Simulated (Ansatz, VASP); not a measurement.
One calculation of Pt, two programs

Contents of INCAR:

```
PREC = Accurate
ENCUT = 500
EDIFF = 1E-6
ISMEAR = 1
SIGMA = 0.01
LREAL = F
LASPH = T
NELM = 200
ALGO = Normal
ISIF = 2
LWAVE = F
LCHARG = T
LNONCOLLINEAR = T
MAGMOM = -0.051 -0.199 -0.079
LORBIT = 11
LMAXMIX = 4
GGA = LIBXC
LIBXC1 = GGA_X_PBE
LIBXC2 = LDA_C_PW
LVHAR = T
NBANDS = 21
GGA_COMPAT = F
```

Contents of KPOINTS:

```
Automatic mesh
0
Gamma
  9 9 9
```

POSCAR

```
Pt
1.0
    0.0000000000      1.9993587835      1.9993587835
    1.9993587835      0.0000000000      1.9993587835
    1.9993587835      1.9993587835      0.0000000000
Pt
1
Direct
    0.0000000000      0.0000000000      0.0000000000
```

input.yaml

```yaml
crystal:
  lattice:
    - [0.0, 1.9993587835, 1.9993587835]
    - [1.9993587835, 0.0, 1.9993587835]
    - [1.9993587835, 1.9993587835, 0.0]
  atoms:
    - { symbol: Pt, position: [0.0, 0.0, 0.0], spin: 0.22, spin_axis: [-0.231715, -0.904144, -0.358932] }
kpoints:
  mp_grid: { grid: [9, 9, 9] }
scf:
  occupations: { method: cold, width: 0.01 }
hamiltonian:
  xc: { exchange: pbe, correlation: lda }
  pseudopotentials: { kind: all_electron, lapw: { basis_error: 0.002 } }
magnetization:
  noncollinear: true
output:
  forces: true
  stress: true
  eigenvalues: true
```

Change from the starting cell: volume scaled by 1.06.

Alike in both runs: task single point; functional pbe exchange, lda correlation; k mesh 9 × 9 × 9; non-collinear spin.

|  | VASP | Ansatz |
| --- | --- | --- |
| version | VASP 6.6.1 | Ansatz 0.2.0 |
| potentials or method | VASP PAW PBE potentials, release 64 (Pt), cutoff 500 eV | all-electron LAPW, scalar-relativistic |
| occupations | methfessel-paxton of order 1, width 0.01 eV | cold, width 0.01 eV |

```csv
,VASP,Ansatz,Ansatz less VASP
gap on the k mesh at the Fermi level (eV),none,none,-
pressure (GPa),13.0,13.4,+0.38
net moment per atom (μB),0.03,0.02,-0.001
```

VASP's potentials were made for PBE, not for pbe exchange, lda correlation. A gap of «none» marks a metal or a gap that the smearing closes. Ansatz ran all-electron here, and VASP with PAW potentials.

Neither program's run includes spin-orbit coupling. Noted on Ansatz's run: the program listed the state as in doubt; the k mesh is thin for a metal, which can move the energy by tens of meV per atom.
